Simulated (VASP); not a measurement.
# YN (Fm-3m) in VASP: further runs

Runs on YN. Level: PBE. Tasks: single point.

All numbers are computed with VASP 6.6.1; they aren't measurements. Logs are shortened: lines on timing, memory, paths and dates and some standing lists are left out, and cuts for length are marked.

## Step 1: The cell of the first run

Symmetry: Fm-3m, No. 225, cubic system. Conventional cell: a = 4.844 Å, b = 4.844 Å, c = 4.844 Å, α = 90.00°, β = 90.00°, γ = 90.00°. Y (site symmetry m-3m) has 6 N at 2.42 Å within 3.2 Å. N (site symmetry m-3m) has 6 Y at 2.42 Å within 3.2 Å.

## Step 2: Single point, PBE (volume scaled by 0.98)

File INCAR:

```
PREC = Accurate ; ENCUT = 600
EDIFF = 1E-6 ; ISMEAR = -1
SIGMA = 0.03 ; LREAL = False
LASPH = True ; NELM = 120
ALGO = Normal ; ISIF = 2
LWAVE = False ; LCHARG = False
GGA = PE ; NBANDS = 15
GGA_COMPAT = False
```

File KPOINTS:

```
Automatic mesh
0
Gamma
  9 9 9
```

File POSCAR:

```
YN
1.0
    0.0000000000      2.4221337351      2.4221337351
    2.4221337351      0.0000000000      2.4221337351
    2.4221337351      2.4221337351      0.0000000000
Y N
1 1
Direct
    0.0000000000      0.0000000000      0.0000000000
    0.5000000000      0.5000000000      0.5000000000
```

Potentials or basis: VASP PAW PBE potentials, release 64 (Y_sv, N).

The run is started by

```sh
$ cat potpaw_PBE.64/Y_sv/POTCAR potpaw_PBE.64/N/POTCAR > POTCAR
$ mpirun -np 1 vasp_std > vasp.out
```

OUTCAR:

```text
PREC = Accurate
   ENCUT = 600
   EDIFF = 1E-6
   ISMEAR = -1
   LREAL = False
   LASPH = True
   NELM = 120
   ISIF = 2
   GGA = PE

 ion  position               nearest neighbor table
   1  0.000  0.000  0.000-   2 2.42   2 2.42   2 2.42   2 2.42   2 2.42   2 2.42
   2  0.500  0.500  0.500-   1 2.42   1 2.42   1 2.42   1 2.42   1 2.42   1 2.42

  LATTYP: Found a face centered cubic cell.
 ALAT       =     4.8442674702

  Lattice vectors:

 A1 = (   0.0000000000,   2.4221337351,   2.4221337351)
 A2 = (   2.4221337351,   0.0000000000,   2.4221337351)
 A3 = (   2.4221337351,   2.4221337351,   0.0000000000)

Analysis of symmetry for initial positions (statically):
=====================================================================
 Subroutine PRICEL returns:
 Original cell was already a primitive cell.

 Routine SETGRP: Setting up the symmetry group for a
 face centered cubic supercell.

 Subroutine GETGRP returns: Found 48 space group operations
 (whereof 48 operations were pure point group operations)
 out of a pool of 48 trial point group operations.

The static configuration has the point symmetry O_h .

Analysis of symmetry for dynamics (positions and initial velocities):
=====================================================================
 Subroutine PRICEL returns:
 Original cell was already a primitive cell.

 Routine SETGRP: Setting up the symmetry group for a
 face centered cubic supercell.

 Subroutine GETGRP returns: Found 48 space group operations
 (whereof 48 operations were pure point group operations)
 out of a pool of 48 trial point group operations.

The dynamic configuration has the point symmetry O_h .

 Subroutine INISYM returns: Found 48 space group operations
 (whereof 48 operations are pure point group operations),
 and found     1 'primitive' translations

----------------------------------------------------------------------------------------

                                     Primitive cell

  volume of cell :      28.4200

  direct lattice vectors                    reciprocal lattice vectors
     0.000000000  2.422133735  2.422133735    -0.206429560  0.206429560  0.206429560
     2.422133735  0.000000000  2.422133735     0.206429560 -0.206429560  0.206429560
     2.422133735  2.422133735  0.000000000     0.206429560  0.206429560 -0.206429560

  length of vectors
     3.425414378  3.425414378  3.425414378     0.357546485  0.357546485  0.357546485

  position of ions in fractional coordinates (direct lattice)
     0.000000000  0.000000000  0.000000000
     0.500000000  0.500000000  0.500000000

  ion indices of the primitive-cell ions
   primitive index   ion index
                 1           1
[... 73 lines left out ...]
   EDIFF  = 0.1E-05   stopping-criterion for ELM
   LREAL  =      F    real-space projection
[... 7 lines left out ...]
   TEBEG  =    0.0;   TEEND  =   0.0 temperature during run
   PSTRESS=    0.0 pullay stress
   NELECT =      16.0000    total number of electrons
   NUPDOWN=      -1.0000    fix difference up-down
   EMIN   =  10.00;   EMAX   =-10.00  energy-range for DOS
   EFERMI =   0.00;   METHOD = LEGACY
   ISMEAR =    -1;   SIGMA  =   0.03  broadening in eV -4-tet -1-fermi 0-gaus
   EFERMI_NEDOS =   21; number of points for ismear=-14 and -15
   IALGO  =     38    algorithm
   IMIX   =      4    mixing-type and parameters
     AMIX     =   0.40;   BMIX     =  1.00
     AMIX_MAG =   1.60;   BMIX_MAG =  1.00
  volume/ion in A,a.u.               =      14.21        95.89
  Fermi-wavevector in a.u.,A,eV,Ry     =   1.351782  2.554498 24.862130  1.827315
  Thomas-Fermi vector in A             =   2.479175
   LORBIT       =      0    0 simple, 1 ext, 2 COOP (PROOUT), +10 PAW based schemes
   GGA     = PE    functional components
   LHFCALC =     F    Hartree Fock is set to
   AEXX    =    0.0000 exact exchange contribution
   IVDW    =     0    specifies the selected vdW correction
   LEPSILON=     F    determine dielectric tensor
   LRPA    =     F    only Hartree local field effects (RPA)
 non-spin polarized calculation
  energy-cutoff  :      600.00
  volume of cell :       28.42
 maximum number of plane-waves:       958
   NGX = 13   NGY = 13   NGZ = 13

 number of electron      16.0000001 magnetization

 Free energy of the ion-electron system (eV)
  ---------------------------------------------------
  ext. energy  EPLUGINS =         0.00000000
  ---------------------------------------------------
  free energy    TOTEN  =       -18.20867103 eV

  energy without entropy =      -18.20856636  energy(sigma->0) =      -18.20861870

 E-fermi :   4.4106     XC(G=0): -11.3802

 val. band max:        4.3213504929   @ k =   0.0000   0.0000   0.0000
 cond. band min:       4.5214173029   @ k =   0.4444   0.4444   0.0000
 fundamental gap:      0.2000668101
 Fermi energy:         4.4106403014

 k-point     1 :       0.0000    0.0000    0.0000
  band No.  band energies     occupation
      1     -36.3934      2.00000
      2     -16.0122      2.00000
      3     -16.0122      2.00000
      4     -16.0122      2.00000
      5      -8.6642      2.00000
      6       4.3213      1.90299
      7       4.3213      1.90299
      8       4.3214      1.90299
      9       7.5032      0.00000
     10       7.5032      0.00000
     11       7.5032      0.00000
     12       8.7304      0.00000
     13       9.5518      0.00000
     14       9.5518      0.00000
[... 401 lines left out ...]
      2     -16.9253      2.00000
      3     -16.3582      2.00000
      4     -16.3582      2.00000
      5      -8.1929      2.00000
      6       2.7092      2.00000
      7       3.9368      2.00000
      8       3.9368      2.00000
      9       4.5214      0.04861
     10      11.2788      0.00000
     11      11.7117      0.00000
     12      12.3691      0.00000
     13      12.3691      0.00000
     14      14.7847      0.00000
     15      16.5229      0.00000

 [... further k-points ...]
[... 5 lines left out ...]
  --------------------------------------------------------------------------------------
  -------------------------------------------------------------------------------------
  Total        1.1151395      1.1151395      1.1151395      0.0000000      0.0000000      0.0000000
  in kB       62.8659452     62.8659452     62.8659452      0.0000000      0.0000000      0.0000000
  external PRESSURE =      62.8659452 kB  Pullay stress =       0.0000000 kB

 VOLUME and BASIS-vectors are now :
 -----------------------------------------------------------------------------
  energy-cutoff  :      600.00
  volume of cell :       28.42
      direct lattice vectors                 reciprocal lattice vectors
     0.000000000  2.422133735  2.422133735    -0.206429560  0.206429560  0.206429560
     2.422133735  0.000000000  2.422133735     0.206429560 -0.206429560  0.206429560
     2.422133735  2.422133735  0.000000000     0.206429560  0.206429560 -0.206429560

 POSITION                                       TOTAL-FORCE (eV/Angst)
 -----------------------------------------------------------------------------------
      0.00000      0.00000      0.00000         0.000000     -0.000000     -0.000000
      2.42213      2.42213      2.42213        -0.000000      0.000000      0.000000
 -----------------------------------------------------------------------------------
    total drift:                                0.000000      0.000000      0.000000

  FREE ENERGIE OF THE ION-ELECTRON SYSTEM (eV)
  ---------------------------------------------------
  free  energy   TOTEN  =       -18.2086710325 eV

  energy  without entropy=      -18.2085663577  energy(sigma->0) =      -18.20861870
```

stdout:

```text
POSCAR found type information on POSCAR Y N
 POSCAR found :  2 types and       2 ions
 scaLAPACK will be used
 LDA part: xc-table for (Slater+PW92), standard interpolation
 POSCAR, INCAR and KPOINTS ok, starting setup
 FFT: planning ... GRIDC
 FFT: planning ... GRID_SOFT
 FFT: planning ... GRID
 WAVECAR not read
 entering main loop
```

Wall time 39 s (1 thread of Intel Xeon 8259CL, shared host); peak memory 0.18 GiB.

Results:

* Free energy: -18.2087 eV
* Pressure: 6.3 GPa
* Band gap on the k mesh: 0.20 eV, indirect (least direct gap 0.58 eV)

Caveat: the cell differs from its parent crystal (volume scaled by 0.98).

## Step 3: Single point, PBE (volume scaled by 1.01)

File INCAR:

```
SYSTEM = YN
PREC = Accurate
ENCUT = 600
EDIFF = 1E-6
ISMEAR = -1
SIGMA = 0.03
LREAL = .False.
LASPH = .True.
NELM = 120
ALGO = Normal
ISIF = 2
LWAVE = .False.
LCHARG = .False.
GGA = PE
NBANDS = 15
GGA_COMPAT = .False.
```

File KPOINTS:

```
regular mesh
0
Gamma
  9 9 9
  0 0 0
```

File POSCAR:

```
YN
1.0
    0.0000000000      2.4466013884      2.4466013884
    2.4466013884      0.0000000000      2.4466013884
    2.4466013884      2.4466013884      0.0000000000
Y N
1 1
Direct
    0.0000000000      0.0000000000      0.0000000000
    0.5000000000      0.5000000000      0.5000000000
```

Potentials or basis: VASP PAW PBE potentials, release 64 (Y_sv, N).

The run is started by

```sh
$ cat potpaw_PBE.64/Y_sv/POTCAR potpaw_PBE.64/N/POTCAR > POTCAR
$ mpirun -np 1 vasp_std > vasp.out
```

OUTCAR:

```text
SYSTEM = YN
   PREC = Accurate
   ENCUT = 600
   EDIFF = 1E-6
   ISMEAR = -1
   LREAL = .False.
   LASPH = .True.
   NELM = 120
   ISIF = 2
   GGA = PE

 ion  position               nearest neighbor table
   1  0.000  0.000  0.000-   2 2.45   2 2.45   2 2.45   2 2.45   2 2.45   2 2.45
   2  0.500  0.500  0.500-   1 2.45   1 2.45   1 2.45   1 2.45   1 2.45   1 2.45

  LATTYP: Found a face centered cubic cell.
 ALAT       =     4.8932027768

  Lattice vectors:

 A1 = (   0.0000000000,   2.4466013884,   2.4466013884)
 A2 = (   2.4466013884,   0.0000000000,   2.4466013884)
 A3 = (   2.4466013884,   2.4466013884,   0.0000000000)

Analysis of symmetry for initial positions (statically):
=====================================================================
 Subroutine PRICEL returns:
 Original cell was already a primitive cell.

 Routine SETGRP: Setting up the symmetry group for a
 face centered cubic supercell.

 Subroutine GETGRP returns: Found 48 space group operations
 (whereof 48 operations were pure point group operations)
 out of a pool of 48 trial point group operations.

The static configuration has the point symmetry O_h .

Analysis of symmetry for dynamics (positions and initial velocities):
[... 164 lines left out ...]

 k-point     1 :       0.0000    0.0000    0.0000
  band No.  band energies     occupation
      1     -36.7055      2.00000
      2     -16.3508      2.00000
      3     -16.3508      2.00000
      4     -16.3508      2.00000
      5      -8.7695      2.00000
      6       4.1386      1.95839
      7       4.1386      1.95839
      8       4.1386      1.95839
      9       7.2744      0.00000
     10       7.2744      0.00000
     11       7.2744      0.00000
     12       8.2671      0.00000
     13       9.2468      0.00000
     14       9.2468      0.00000
[... 401 lines left out ...]
      2     -17.1740      2.00000
      3     -16.6632      2.00000
      4     -16.6632      2.00000
      5      -8.2890      2.00000
      6       2.4764      2.00000
      7       3.7304      2.00000
      8       3.7304      2.00000
      9       4.3907      0.02085
     10      10.9045      0.00000
     11      11.2199      0.00000
     12      11.9415      0.00000
     13      11.9415      0.00000
     14      14.3231      0.00000
     15      15.9291      0.00000

 [... further k-points ...]
[... 5 lines left out ...]
  --------------------------------------------------------------------------------------
  -------------------------------------------------------------------------------------
  Total        0.1899396      0.1899396      0.1899396      0.0000000     -0.0000000      0.0000000
  in kB       10.3897797     10.3897797     10.3897797      0.0000000     -0.0000000      0.0000000
  external PRESSURE =      10.3897797 kB  Pullay stress =       0.0000000 kB

 VOLUME and BASIS-vectors are now :
 -----------------------------------------------------------------------------
  energy-cutoff  :      600.00
  volume of cell :       29.29
      direct lattice vectors                 reciprocal lattice vectors
     0.000000000  2.446601388  2.446601388    -0.204365126  0.204365126  0.204365126
     2.446601388  0.000000000  2.446601388     0.204365126 -0.204365126  0.204365126
     2.446601388  2.446601388  0.000000000     0.204365126  0.204365126 -0.204365126

 POSITION                                       TOTAL-FORCE (eV/Angst)
 -----------------------------------------------------------------------------------
      0.00000      0.00000      0.00000        -0.000000      0.000000     -0.000000
      2.44660      2.44660      2.44660         0.000000     -0.000000      0.000000
 -----------------------------------------------------------------------------------
    total drift:                                0.000000      0.000000      0.000000

  FREE ENERGIE OF THE ION-ELECTRON SYSTEM (eV)
  ---------------------------------------------------
  free  energy   TOTEN  =       -18.2290537782 eV

  energy  without entropy=      -18.2290000441  energy(sigma->0) =      -18.22902691
```

OSZICAR:

```text
N       E                     dE             d eps       ncg     rms          rms(c)
DAV:   1     0.590012503173E+02    0.59001E+02   -0.90491E+03  1050   0.119E+03
DAV:   2    -0.185945376049E+02   -0.77596E+02   -0.70110E+02  1518   0.248E+02
DAV:   3    -0.218751373296E+02   -0.32806E+01   -0.32568E+01  1311   0.445E+01
DAV:   4    -0.219275907152E+02   -0.52453E-01   -0.52438E-01  1311   0.542E+00
DAV:   5    -0.219284112217E+02   -0.82051E-03   -0.82050E-03  1260   0.573E-01    0.308E+01
DAV:   6    -0.184909403407E+02    0.34375E+01   -0.88550E+00  1204   0.254E+01    0.327E+01
DAV:   7    -0.182576393252E+02    0.23330E+00   -0.58000E-01  1310   0.672E+00    0.238E+01
DAV:   8    -0.182570017162E+02    0.63761E-03   -0.27265E-01  1568   0.472E+00    0.108E+01
DAV:   9    -0.182284656049E+02    0.28536E-01   -0.44031E-02  1431   0.213E+00    0.180E+00
DAV:  10    -0.182290308943E+02   -0.56529E-03   -0.45452E-03  1134   0.602E-01    0.443E-01
DAV:  11    -0.182290614183E+02   -0.30524E-04   -0.23384E-04  1374   0.140E-01    0.295E-01
DAV:  12    -0.182290529417E+02    0.84765E-05   -0.18101E-05  1346   0.399E-02    0.812E-02
DAV:  13    -0.182290537782E+02   -0.83650E-06   -0.18684E-06  1119   0.139E-02
   1 F= -.18229054E+02 E0= -.18229027E+02  d E =-.537341E-04
```

stdout:

```text
POSCAR found type information on POSCAR Y N
 POSCAR found :  2 types and       2 ions
 scaLAPACK will be used
 LDA part: xc-table for (Slater+PW92), standard interpolation
 POSCAR, INCAR and KPOINTS ok, starting setup
 FFT: planning ... GRIDC
 FFT: planning ... GRID_SOFT
 FFT: planning ... GRID
 WAVECAR not read
 entering main loop
```

Run time: 37 s. Hardware: 1 thread of Intel Xeon 8259CL, shared host; peak memory 0.19 GiB.

What came out:

```yaml
Free_energy: -18.2291 eV
Pressure: 1.0 GPa
Band_gap_on_the_k_mesh: 0.25 eV, indirect (least direct gap 0.66 eV)
```

Levels at points of the mesh, in eV from the valence-band top:
| k point | band 6 | band 7 | band 8 | band 9 | band 10 | band 11 |
| --- | --- | --- | --- | --- | --- | --- |
| (0.00, 0.00, 0.00) | 0.00 | 0.00 | 0.00 | 3.14 | 3.14 | 3.14 |

Caveat: the cell differs from its parent crystal (volume scaled by 1.01).

## Step 4: Single point, PBE

This run uses another cell than the first one, of 14.50 Å³/atom, 1.020 times its volume.

File INCAR:

```
  PREC = Accurate
  ENCUT = 600
  EDIFF = 1E-6
  ISMEAR = -1
  SIGMA = 0.03
  LREAL = False
  LASPH = True
  NELM = 120
  ALGO = Normal
  ISIF = 2
  LWAVE = False
  LCHARG = True
  GGA = PE
  LELF = True
  LVHAR = True
  NBANDS = 15
  GGA_COMPAT = False
```

File KPOINTS:

```
Automatic mesh
0
Gamma
  9 9 9
```

File POSCAR:

```
YN
1.0
    0.0000000000      2.4385000000      2.4385000000
    2.4385000000      0.0000000000      2.4385000000
    2.4385000000      2.4385000000      0.0000000000
Y N
1 1
Direct
    0.0000000000      0.0000000000      0.0000000000
    0.5000000000      0.5000000000      0.5000000000
```

The run is started by

```sh
$ cat potpaw_PBE.64/Y_sv/POTCAR potpaw_PBE.64/N/POTCAR > POTCAR
$ mpirun -np 1 vasp_std > vasp.out
```

It took 31 s on 1 thread of Intel Xeon 8259CL, shared host; peak memory 0.18 GiB.

Results (log left out):

```
Free energy            : -18.2254 eV
Pressure               : 2.7 GPa
Band gap on the k mesh : 0.24 eV, indirect (least direct gap 0.64 eV)
```

Levels at points of the mesh, in eV from the valence-band top:
| k point | band 4 | band 5 | band 6 | band 7 | band 8 | band 9 | band 10 | band 11 | band 12 | band 13 |
| --- | --- | --- | --- | --- | --- | --- | --- | --- | --- | --- |
| (0.00, 0.00, 0.00) | -20.44 | -12.93 | 0.00 | 0.00 | 0.00 | 3.15 | 3.15 | 3.15 | 4.22 | 5.15 |

## Step 5: Single point, PBE (volume scaled by 0.97)

File INCAR:

```
SYSTEM = YN
  ALGO = Normal
  EDIFF = 1E-6
  ENCUT = 600
  GGA = PE
  GGA_COMPAT = .False.
  ISIF = 2
  ISMEAR = -1
  LASPH = .True.
  LCHARG = .False.
  LREAL = .False.
  LWAVE = .False.
  NBANDS = 15
  NELM = 120
  PREC = Accurate
  SIGMA = 0.03
```

File KPOINTS:

```
k-points
0
Gamma
  9 9 9
  0 0 0
```

File POSCAR:

```
YN
1.0
    0.0000000000      2.4138670027      2.4138670027
    2.4138670027      0.0000000000      2.4138670027
    2.4138670027      2.4138670027      0.0000000000
Y N
1 1
Direct
    0.0000000000      0.0000000000      0.0000000000
    0.5000000000      0.5000000000      0.5000000000
```

The run is started by

```sh
$ cat potpaw_PBE.64/Y_sv/POTCAR potpaw_PBE.64/N/POTCAR > POTCAR
$ mpirun -np 1 vasp_std > vasp.out
```

It took 40 s on 1 thread of Intel Xeon 8259CL, shared host; peak memory 0.19 GiB.

It converged, with:

```
Free energy            : -18.1953 eV
Pressure               : 8.2 GPa
Band gap on the k mesh : 0.18 eV, indirect (least direct gap 0.56 eV)
```

Levels at points of the mesh, in eV from the valence-band top:
```
           k point  band 4  band 5  band 6  band 7  band 8  band 9  band 10  band 11  band 12  band 13
(0.00, 0.00, 0.00)  -20.28  -13.01    0.00    0.00    0.00    3.20     3.20     3.20     4.51     5.27
```

Caveat: the cell differs from its parent crystal (volume scaled by 0.97). A k mesh can miss the band edges.

## Step 6: Single point, PBE (volume scaled by 1.02)

File INCAR:

```
  PREC = Accurate
  ENCUT = 600
  EDIFF = 1E-6
  ISMEAR = -1
  SIGMA = 0.03
  LREAL = F
  LASPH = T
  NELM = 120
  ALGO = Normal
  ISIF = 2
  LWAVE = F
  LCHARG = F
  GGA = PE
  NBANDS = 15
  GGA_COMPAT = F
```

File KPOINTS:

```
regular mesh
0
Gamma
  9 9 9
```

File POSCAR:

```
YN
1.0
    0.0000000000      2.4546494773      2.4546494773
    2.4546494773      0.0000000000      2.4546494773
    2.4546494773      2.4546494773      0.0000000000
Y N
1 1
Direct
    0.0000000000      0.0000000000      0.0000000000
    0.5000000000      0.5000000000      0.5000000000
```

Potentials or basis: VASP PAW PBE potentials, release 64 (Y_sv, N).

The run is started by

```sh
$ cat potpaw_PBE.64/Y_sv/POTCAR potpaw_PBE.64/N/POTCAR > POTCAR
$ mpirun -np 1 vasp_std > vasp.out
```

Wall time 32 s (1 thread of Intel Xeon 8259CL, shared host); peak memory 0.18 GiB.

The run converged. Its results:

- Free energy: -18.2298 eV
- Pressure: -0.5 GPa
- Band gap on the k mesh: 0.27 eV, indirect (least direct gap 0.68 eV)

Levels at points of the mesh, in eV from the valence-band top:
| k point | band 5 | band 6 | band 7 | band 8 | band 9 | band 10 | band 11 | band 12 |
| --- | --- | --- | --- | --- | --- | --- | --- | --- |
| (0.00, 0.00, 0.00) | -12.88 | 0.00 | 0.00 | 0.00 | 3.12 | 3.12 | 3.12 | 4.04 |

Caveat: the cell differs from its parent crystal (volume scaled by 1.02). A k mesh can miss the band edges.

## Step 7: The runs side by side

| cell | gap on the mesh (eV) | pressure (GPa) |
| --- | --- | --- |
| a = 3.425 Å, angles 60.0°, 2 atoms | 0.20 | 6.3 |
| a = 3.460 Å, angles 60.0°, 2 atoms | 0.25 | 1.0 |
| a = 3.449 Å, angles 60.0°, 2 atoms | 0.24 | 2.7 |
| a = 3.414 Å, angles 60.0°, 2 atoms | 0.18 | 8.2 |
| a = 3.471 Å, angles 60.0°, 2 atoms | 0.27 | -0.5 |

Alike in all rows: task single point; level PBE; potentials or basis VASP PAW PBE potentials, release 64 (Y_sv, N); no spin polarisation; k mesh 9 × 9 × 9; cutoff (eV) 600; smearing fermi-dirac 0.03 eV.

Total energies depend on the potentials used, so only differences within one code and one set of settings carry meaning.
